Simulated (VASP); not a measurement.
## Al4Co: single point with PBE

Al4Co:

```
Al Co
1.0
     4.14897    0.00000    0.00000
     0.00000    4.14897    0.00000
     0.00000    0.00000    4.14897
Al Co
4 1
Direct
  0.50000 0.00000 0.00000
  0.00000 0.50000 0.00000
  0.00000 0.00000 0.50000
  0.50000 0.50000 0.50000
  0.00000 0.00000 0.00000
```

```yaml
Program: VASP 6.6.1
Task: single point
Functional: PBE
Potentials_or_basis: VASP PAW PBE potentials, release 64 (Al, Co)
Cutoff: 520 eV
k_mesh: 4 × 4 × 4
Occupations: gaussian, width 0.1 eV
Spin: collinear spin, ferromagnetic start
Starting_moments: "[0.0, 0.0, 0.0, 0.0, 3.0] μB"
Dipole_correction: no
Further_INCAR_settings: ALGO = Normal; EDIFF = 1e-07; NBANDS = 22
```

```
Pressure                                              : 29.8 GPa
Net moment                                            : 0.00 μB per cell
Valence electrons inside the program's atomic spheres : Al 0.88, 0.78; Co 9.36
```

Levels at points of the mesh, in eV from the Fermi level:
Spin up:
| k point | band 8 | band 9 | band 10 | band 11 | band 12 | band 13 |
| --- | --- | --- | --- | --- | --- | --- |
| (0.00, 0.00, 0.00) | -2.56 | -2.56 | -2.06 | 0.32 | 0.32 | 4.40 |
| (0.50, 0.00, 0.00) | -1.55 | -1.55 | 0.04 | 0.04 | 0.41 | 0.68 |
| (0.50, 0.50, 0.00) | -2.80 | -1.72 | 0.09 | 0.93 | 1.95 | 1.95 |
| (0.50, 0.50, 0.50) | -4.60 | -2.77 | -2.77 | -0.75 | -0.75 | -0.75 |
Spin down:
| k point | band 6 | band 7 | band 8 | band 9 | band 10 | band 11 | band 12 | band 13 | band 14 | band 15 |
| --- | --- | --- | --- | --- | --- | --- | --- | --- | --- | --- |
| (0.00, 0.00, 0.00) | -3.32 | -2.56 | -2.56 | -2.56 | -2.06 | 0.32 | 0.32 | 4.40 | 4.40 | 4.40 |
| (0.50, 0.00, 0.00) | -2.98 | -2.49 | -1.55 | -1.55 | 0.04 | 0.04 | 0.41 | 0.68 | 0.68 | 2.84 |
| (0.50, 0.50, 0.00) | -3.04 | -3.04 | -2.80 | -1.72 | 0.09 | 0.93 | 1.95 | 1.95 | 2.82 | 2.83 |
| (0.50, 0.50, 0.50) | -4.90 | -4.90 | -4.60 | -2.77 | -2.77 | -0.75 | -0.75 | -0.75 | 10.28 | 10.28 |

It took 19 s on 1 thread of Intel(R) Xeon(R) Platinum 8488C (Sapphire Rapids), on a shared host, peak memory 0.2 GiB.

Caveat: the k points lie up to 0.38 Å⁻¹ apart; the starting moments collapsed, and a magnetic state may lie lower.
